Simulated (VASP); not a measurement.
# KI (Pm-3m) in VASP: settings compared, part 2 of 2

VASP 6.6.1. Earlier steps stand in the parts before.

### Step 4. Single point, r2SCAN

Input file POSCAR:

```
KI
1.0
    4.2909401140      0.0000000000      0.0000000000
    0.0000000000      4.2909401140      0.0000000000
    0.0000000000      0.0000000000      4.2909401140
K I
1 1
Direct
    0.0000000000      0.0000000000      0.0000000000
    0.5000000000      0.5000000000      0.5000000000
```

Input file INCAR.step1:

```
SYSTEM = KI
ALGO     = Normal         ! electronic algorithm
EDIFF    = 1E-4           ! SCF threshold, eV
ENCUT    = 520            ! plane-wave cutoff, eV
GGA      = PE             ! functional
ISMEAR   = 0              ! smearing method
LASPH    = .TRUE.         ! aspherical terms in the spheres
LCHARG   = .FALSE.        ! write CHGCAR
LREAL    = .FALSE.        ! projectors in reciprocal space
LWAVE    = .TRUE.         ! write WAVECAR
NBANDS   = 15             ! bands
NELM     = 60             ! most SCF steps
PREC     = Accurate       ! precision mode
SIGMA    = 0.01           ! smearing width, eV
```

Input file INCAR.step2:

```
SYSTEM = KI
ALGO     = Normal         ! electronic algorithm
EDIFF    = 1E-7           ! SCF threshold, eV
ENCUT    = 520            ! plane-wave cutoff, eV
ISIF     = 2              ! what is computed and relaxed
ISMEAR   = 0              ! smearing method
ISTART   = 1            
LASPH    = .TRUE.         ! aspherical terms in the spheres
LCHARG   = .FALSE.        ! write CHGCAR
LMIXTAU  = .TRUE.       
LREAL    = .FALSE.        ! projectors in reciprocal space
LWAVE    = .FALSE.        ! write WAVECAR
METAGGA  = R2SCAN         ! meta-GGA
NBANDS   = 15             ! bands
NELM     = 60             ! most SCF steps
PREC     = Accurate       ! precision mode
SIGMA    = 0.01           ! smearing width, eV
```

Input file KPOINTS:

```
k-points
0
G
  4 4 4
  0 0 0
```

Potentials or basis: VASP PAW PBE potentials, release 64 (K_sv, I).

Command:

```bash
cat potpaw_PBE.64/K_sv/POTCAR potpaw_PBE.64/I/POTCAR > POTCAR
cp INCAR.step1 INCAR
mpirun -np 1 vasp_std > vasp.out
cp INCAR.step2 INCAR
mpirun -np 1 vasp_std > vasp.out
```

OUTCAR:

```text
SYSTEM = KI
   EDIFF = 1E-7
   ENCUT = 520
   ISIF = 2
   ISMEAR = 0
   ISTART = 1
   LASPH = .TRUE.
   LREAL = .FALSE.
   METAGGA = R2SCAN
   NELM = 60
   PREC = Accurate

 ion  position               nearest neighbor table
   1  0.000  0.000  0.000-
   2  0.500  0.500  0.500-

  LATTYP: Found a simple cubic cell.
 ALAT       =     4.2909401140

  Lattice vectors:

 A1 = (   4.2909401140,   0.0000000000,   0.0000000000)
 A2 = (   0.0000000000,   4.2909401140,   0.0000000000)
 A3 = (   0.0000000000,   0.0000000000,   4.2909401140)

Analysis of symmetry for initial positions (statically):
=====================================================================
 Subroutine PRICEL returns:
 Original cell was already a primitive cell.

 Routine SETGRP: Setting up the symmetry group for a
 simple cubic supercell.

 Subroutine GETGRP returns: Found 48 space group operations
 (whereof 48 operations were pure point group operations)
 out of a pool of 48 trial point group operations.

The static configuration has the point symmetry O_h .

Analysis of symmetry for dynamics (positions and initial velocities):
=====================================================================
 Subroutine PRICEL returns:
 Original cell was already a primitive cell.

 Routine SETGRP: Setting up the symmetry group for a
 simple cubic supercell.

 Subroutine GETGRP returns: Found 48 space group operations
 (whereof 48 operations were pure point group operations)
 out of a pool of 48 trial point group operations.

The dynamic configuration has the point symmetry O_h .

 Subroutine INISYM returns: Found 48 space group operations
 (whereof 48 operations are pure point group operations),
 and found     1 'primitive' translations

----------------------------------------------------------------------------------------

                                     Primitive cell

  volume of cell :      79.0055

  direct lattice vectors                    reciprocal lattice vectors
     4.290940114  0.000000000  0.000000000     0.233049163  0.000000000  0.000000000
     0.000000000  4.290940114  0.000000000     0.000000000  0.233049163  0.000000000
     0.000000000  0.000000000  4.290940114     0.000000000  0.000000000  0.233049163

  length of vectors
     4.290940114  4.290940114  4.290940114     0.233049163  0.233049163  0.233049163

  position of ions in fractional coordinates (direct lattice)
     0.000000000  0.000000000  0.000000000
     0.500000000  0.500000000  0.500000000

  ion indices of the primitive-cell ions
   primitive index   ion index
                 1           1
                 2           2

----------------------------------------------------------------------------------------

 KPOINTS: k-points

Automatic generation of k-mesh.
 Grid dimensions read from file:
 generate k-points for:    4    4    4

 Generating k-lattice:

  Cartesian coordinates                     Fractional coordinates (reciprocal lattice)
     0.058262291  0.000000000  0.000000000     0.250000000  0.000000000  0.000000000
     0.000000000  0.058262291  0.000000000     0.000000000  0.250000000  0.000000000
     0.000000000  0.000000000  0.058262291     0.000000000  0.000000000  0.250000000

  Length of vectors
[... 23 lines left out ...]
   number of dos      NEDOS =    301   number of ions     NIONS =      2
   total plane-waves  NPLWV =  32768
   dimension x,y,z NGX =    32 NGY =   32 NGZ =   32
   dimension x,y,z NGXF=    64 NGYF=   64 NGZF=   64
   ions per type =               1   1
   NGX,Y,Z   is equivalent  to a cutoff of  12.40, 12.40, 12.40 a.u.
   NGXF,Y,Z  is equivalent  to a cutoff of  24.80, 24.80, 24.80 a.u.
 SYSTEM =  KI
   PREC   = accura    normal or accurate (medium, high low for compatibility)
   ISTART =      1    job   : 0-new  1-cont  2-samecut
   ICHARG =      0    charge: 1-file 2-atom 10-const
   ISPIN  =      1    spin polarized calculation?
   LNONCOLLINEAR =      F non collinear calculations
   LSORBIT =      F    spin-orbit coupling
   LASPH  =      T    aspherical Exc in radial PAW
   ENCUT  =  520.0 eV  38.22 Ry    6.18 a.u.   7.98  7.98  7.98*2*pi/ulx,y,z
   NELM   =     60;   NELMIN=  2; NELMDL=  0     # of ELM steps
   EDIFF  = 0.1E-06   stopping-criterion for ELM
   LREAL  =      F    real-space projection
   EDIFFG = 0.1E-05   stopping-criterion for IOM
   NSW    =      0    number of steps for IOM
   IBRION =     -1    ionic relax: 0-MD 1-quasi-New 2-CG
   NFREE  =      0    steps in history (QN), initial steepest desc. (CG)
   ISIF   =      2    stress and relaxation
   ISYM   =      2    0-nonsym 1-usesym 2-fastsym
   POTIM  = 0.5000    time-step for ionic-motion
   TEBEG  =    0.0;   TEEND  =   0.0 temperature during run
   PSTRESS=    0.0 pullay stress
   NELECT =      16.0000    total number of electrons
   NUPDOWN=      -1.0000    fix difference up-down
   EMIN   =  10.00;   EMAX   =-10.00  energy-range for DOS
   EFERMI =   0.00;   METHOD = LEGACY
   ISMEAR =     0;   SIGMA  =   0.01  broadening in eV -4-tet -1-fermi 0-gaus
   EFERMI_NEDOS =   21; number of points for ismear=-14 and -15
   IALGO  =     38    algorithm
   IMIX   =      4    mixing-type and parameters
     AMIX     =   0.40;   BMIX     =  1.00
     AMIX_MAG =   1.60;   BMIX_MAG =  1.00
  volume/ion in A,a.u.               =      39.50       266.58
  Fermi-wavevector in a.u.,A,eV,Ry     =   0.961381  1.816747 12.575241  0.924254
  Thomas-Fermi vector in A             =   2.090748
   LORBIT       =      0    0 simple, 1 ext, 2 COOP (PROOUT), +10 PAW based schemes
   METAGGA = R2SCAN    functional components
   LHFCALC =     F    Hartree Fock is set to
   AEXX    =    0.0000 exact exchange contribution
   IVDW    =     0    specifies the selected vdW correction
   LEPSILON=     F    determine dielectric tensor
   LRPA    =     F    only Hartree local field effects (RPA)
 non-spin polarized calculation
 Gauss-broadening in eV      SIGMA  =   0.01
  energy-cutoff  :      520.00
  volume of cell :       79.01
 maximum number of plane-waves:      2176
 NGX is ok and might be reduce to    32
   NGX = 15   NGY = 15   NGZ = 15

 number of electron      16.0000003 magnetization

 Free energy of the ion-electron system (eV)
  ---------------------------------------------------
  ext. energy  EPLUGINS =         0.00000000
  ---------------------------------------------------
  free energy    TOTEN  =       -33.85718830 eV

  energy without entropy =      -33.85718830  energy(sigma->0) =      -33.85718830

 E-fermi :   0.6328     XC(G=0):  -8.0461

 val. band max:        0.5838168109   @ k =   0.5000   0.5000   0.0000
 cond. band min:       4.6208271902   @ k =   0.0000   0.0000   0.0000
 fundamental gap:      4.0370103794
 Fermi energy:         0.6328436773

 k-point     1 :       0.0000    0.0000    0.0000
  band No.  band energies     occupation
      1     -30.0088      2.00000
      2     -12.6908      2.00000
      3     -12.6908      2.00000
      4     -12.6908      2.00000
      5     -10.9059      2.00000
      6       0.2145      2.00000
      7       0.2145      2.00000
      8       0.2145      2.00000
      9       4.6208      0.00000
     10       5.8352      0.00000
     11       5.8352      0.00000
     12       9.6779      0.00000
     13       9.6779      0.00000
     14       9.6779      0.00000
[... 149 lines left out ...]
      2     -12.7527      2.00000
      3     -12.7527      2.00000
      4     -12.7527      2.00000
      5     -10.3442      2.00000
      6      -1.1029      2.00000
      7      -1.1029      2.00000
      8      -1.1029      2.00000
      9       6.7159      0.00000
     10       6.7159      0.00000
     11       6.7159      0.00000
     12      10.2080      0.00000
     13      10.2080      0.00000
     14      10.2080      0.00000
     15      10.7841      0.00000

------------------------ aborting loop because EDIFF is reached ----------------------------------------

  FORCE on cell =-STRESS in cart. coord.  units (eV):
  Direction    XX          YY          ZZ          XY          YZ          ZX
  --------------------------------------------------------------------------------------
  -------------------------------------------------------------------------------------
  Total        0.0320648      0.0320648      0.0320648     -0.0000000     -0.0000000      0.0000000
  in kB        0.6502524      0.6502524      0.6502524     -0.0000000     -0.0000000      0.0000000
  external PRESSURE =       0.6502524 kB  Pullay stress =       0.0000000 kB

 VOLUME and BASIS-vectors are now :
 -----------------------------------------------------------------------------
  energy-cutoff  :      520.00
  volume of cell :       79.01
      direct lattice vectors                 reciprocal lattice vectors
     4.290940114  0.000000000  0.000000000     0.233049163  0.000000000  0.000000000
     0.000000000  4.290940114  0.000000000     0.000000000  0.233049163  0.000000000
     0.000000000  0.000000000  4.290940114     0.000000000  0.000000000  0.233049163

 POSITION                                       TOTAL-FORCE (eV/Angst)
 -----------------------------------------------------------------------------------
      0.00000      0.00000      0.00000         0.000000      0.000000      0.000000
      2.14547      2.14547      2.14547         0.000000      0.000000      0.000000
 -----------------------------------------------------------------------------------
    total drift:                                0.000000      0.000000     -0.000000

  FREE ENERGIE OF THE ION-ELECTRON SYSTEM (eV)
  ---------------------------------------------------
  free  energy   TOTEN  =       -33.8571883021 eV

  energy  without entropy=      -33.8571883021  energy(sigma->0) =      -33.85718830
```

Wall time 39 s (1 thread of Oxide Virtual Turin-like, shared host); peak memory 0.16 GiB.

Results:

```yaml
Free_energy: -33.8572 eV
Pressure: 0.1 GPa
Band_gap_on_the_k_mesh: 4.04 eV, indirect (least direct gap 4.41 eV)
```

Caveat: the PAW data sets were made with another functional, which shifts forces and pressure a little; spin-orbit coupling is left out, which moves the levels of the heavy elements.

### Step 5. Single point, PBE

Input file INCAR:

```
PREC = Accurate ; ENCUT = 520
EDIFF = 1E-7 ; ISMEAR = 0
SIGMA = 0.01 ; LREAL = False
LASPH = True ; NELM = 80
ALGO = Normal ; ISIF = 2
LWAVE = False ; LCHARG = False
GGA = PE ; ISYM = 0
NBANDS = 15
```

Input file KPOINTS:

```
regular mesh
0
Gamma
  8 8 1
```

POSCAR is that of step 4.

Command:

```bash
cat potpaw_PBE.64/K_sv/POTCAR potpaw_PBE.64/I/POTCAR > POTCAR
mpirun -np 1 vasp_std > vasp.out
```

Run time: 27 s. Hardware: 1 thread of Oxide Virtual Turin-like, shared host; peak memory 0.16 GiB.

The run converged, but its numbers aren't listed here, since they failed a check.

Caveat: the k points lie up to 1.46 Å⁻¹ apart; spin-orbit coupling is left out, which moves the levels of the heavy elements.

### Step 6. Summary

```csv
level,cutoff (eV),smearing,gap on the mesh (eV),pressure (GPa)
PBE,500,fermi-dirac 0.5 eV,3.34,0.6
PBE,520,gaussian 0.01 eV,3.33,0.6
r2SCAN,520,gaussian 0.01 eV,4.04,0.1
```

Alike in all rows: task single point; potentials or basis VASP PAW PBE potentials, release 64 (K_sv, I); no spin polarisation; cell as given; k mesh 4 × 4 × 4.

On the cell as given the gap runs from 3.33 eV (PBE) to 4.04 eV (r2SCAN). The pressure there spans 0.1 GPa (r2SCAN) to 0.6 GPa (PBE); a positive pressure means that this level wants a larger cell, a negative one a smaller.

Caveats: spin-orbit coupling is left out, which moves the levels of the heavy elements; the PAW data sets were made with another functional, which shifts forces and pressure a little (some runs).

Absolute energies hang on the potentials; compare differences alone.
